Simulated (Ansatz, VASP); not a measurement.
Two plane-wave programs on FeO

```xyz
2
Lattice="0.0000 2.1977 2.1977 2.1977 0.0000 2.1977 2.1977 2.1977 0.0000" Properties=species:S:1:pos:R:3 pbc="T T T"
Fe    0.0000    0.0000    0.0000
O     2.1977    2.1977    2.1977
```

Alike in both runs: task single point; functional PBE; k mesh 11 × 11 × 11; occupations fermi-dirac, width 0.05 eV; collinear spin.

|  | VASP | Ansatz |
| --- | --- | --- |
| version | VASP 6.6.1 | Ansatz 0.2.0 |
| potentials or method | VASP PAW PBE potentials, release 64 (Fe_sv, O) | Ansatz PAW |
| plane-wave cutoff (eV) | 600 | 420 |
| valence electrons in the cell | 22 | 22 |

VASP gave:

* gap on the k mesh at the Fermi level (eV): none
* pressure (GPa): -11.7
* net moment per atom (μB): 2.00
* size of the moment on the site where the two differ most (μB): 0.28

Estimate Ansatz's values.

gap on the k mesh at the Fermi level (eV): none; pressure (GPa): -9.6; net moment per atom (μB): 2.00; size of the moment on the site where the two differ most (μB): 0.31.

Site moments also hang on the region over which each program counts them. A gap of «none» marks a metal or a gap that the smearing closes.
